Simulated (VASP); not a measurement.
A run of VASP 6.6.1:

INCAR

```
SYSTEM = VRu
PREC = Accurate
ENCUT = 520
EDIFF = 1E-7
ISMEAR = 0
SIGMA = 0.1
LREAL = .FALSE.
LASPH = .TRUE.
NELM = 150
ALGO = Fast
ISIF = 2
LWAVE = .FALSE.
LCHARG = .FALSE.
ISPIN = 2
MAGMOM = 0.3 0
LORBIT = 11
LMAXMIX = 4
GGA = PS
NBANDS = 24
```

The input KPOINTS:

```
Automatic mesh
0
G
  14 14 14
  0 0 0
```

Contents of POSCAR:

```
VRu
1.0
    2.9411816361      0.0000000000      0.0000000000
    0.0000000000      2.9411816361      0.0000000000
    0.0000000000      0.0000000000      2.9411816361
V Ru
1 1
Direct
    0.5000000000      0.5000000000      0.5000000000
    0.0000000000      0.0000000000      0.0000000000
```

Potentials or basis: VASP PAW PBE potentials, release 64 (V_sv, Ru_pv).

Launch:

```console
$ cat potpaw_PBE.64/V_sv/POTCAR potpaw_PBE.64/Ru_pv/POTCAR > POTCAR
$ mpirun -np 1 vasp_std > vasp.out
```

Hardware: 1 thread of AMD EPYC 9R14 (Zen 4), with other jobs on the host.

**Question.** How long does it take, and how much memory?

**Answer.** Wall time 91 s on 1 thread of AMD EPYC 9R14 (Zen 4), with other jobs on the host, peak memory 0.2 GiB. Counts: scf iterations 16, k points 120.
